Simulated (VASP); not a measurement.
Wanted: the native input for a VASP 6.6.1 run.

* Task: single point
* Functional: PBEsol
* Potentials or basis: VASP PAW PBE potentials, release 64 (Ge_d)
* Cutoff: 520 eV
* k mesh: 10 × 10 × 10
* Occupations: gaussian, width 0.1 eV
* Spin: no spin polarisation
* Dipole correction: no
* Further INCAR settings: ALGO = Normal; EDIFF = 1e-06; NBANDS = 21

The structure of Ge lies in POSCAR:

```
Ge
1.0
    0.0000000000      2.8662440442      2.8208381979
    2.8662440442      0.0000000000      2.8208381979
    2.8662440442      2.8662440442      0.0000000000
Ge
2
Direct
    0.0000000000      0.0000000000      0.0000000000
    0.2500000000      0.2500000000      0.2500000000
```

This cell differs from its parent crystal: strained cell.

These files were run (other wordings do the same):

INCAR

```
  ALGO = Normal
  EDIFF = 1E-6
  ENCUT = 520
  GGA = PS
  ISIF = 2
  ISMEAR = 0
  LASPH = T
  LCHARG = F
  LREAL = F
  LWAVE = F
  NBANDS = 21
  NELM = 100
  PREC = Accurate
  SIGMA = 0.1
```

KPOINTS

```
k-points
0
Gamma
  10 10 10
```

Potentials or basis: VASP PAW PBE potentials, release 64 (Ge_d).

Command:

```sh
$ cat potpaw_PBE.64/Ge_d/POTCAR > POTCAR
$ mpirun -np 1 vasp_std > vasp.out
```

It gave:

```yaml
Pressure: -1.3 GPa
Band_gap_on_the_k_mesh: 0.09 eV, indirect (least direct gap 0.12 eV)
```

Caveat: the cell differs from its parent crystal (strained cell); the PAW data sets were made with another functional, which shifts forces and pressure a little.

It took 47 s on 1 thread of AMD EPYC 9R45 96-Core Processor (Zen 5), on a shared host, peak memory 0.18 GiB.
